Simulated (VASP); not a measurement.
Input of a VASP 6.6.1 run:

The input INCAR:

```
PREC = Accurate ; ENCUT = 520
EDIFF = 1E-6 ; ISMEAR = -1
SIGMA = 0.02 ; LREAL = False
LASPH = True ; NELM = 60
ALGO = Normal ; ISIF = 2
LWAVE = False ; LCHARG = False
GGA = PE ; NBANDS = 31
```

KPOINTS

```
Automatic mesh
0
Gamma
  6 6 4
```

The input POSCAR:

```
HfO2
1.0
    3.6043197808      0.0000000000      0.0000000000
    0.0000000000      3.6043197808      0.0000000000
    0.0000000000      0.0000000000      5.2636257975
Hf O
2 4
Direct
    0.5000000000      0.5000000000      0.5000000000
    0.0000000000      0.0000000000      0.0000000000
    0.0000000000      0.5000000000      0.6932842020
    0.5000000000      0.0000000000      0.8067157980
    0.5000000000      0.0000000000      0.3067157980
    0.0000000000      0.5000000000      0.1932842020
```

Potentials or basis: VASP PAW PBE potentials, release 64 (Hf_pv, O).

Command:

```bash
$ cat potpaw_PBE.64/Hf_pv/POTCAR potpaw_PBE.64/O/POTCAR > POTCAR
$ mpirun -np 1 vasp_std > vasp.out
```

Q: Estimate the largest force.

A: 0.050 eV/Å.

Q: What does it give for the pressure?

A: -3.1 GPa.

Q: Predict the band gap on the k mesh.

A: 4.65 eV (least direct gap 4.72 eV).

Forces in eV/Å, atoms in the order of the input:
```
Hf   0.000  0.000  0.000
Hf   0.000  0.000  0.000
O    0.000  0.000 -0.050
O    0.000  0.000  0.050
O    0.000  0.000  0.050
O    0.000  0.000 -0.050
```

Caveat: the cell stands under tension; spin-orbit coupling is left out, which moves the levels of the heavy elements. A k mesh can miss the band edges.
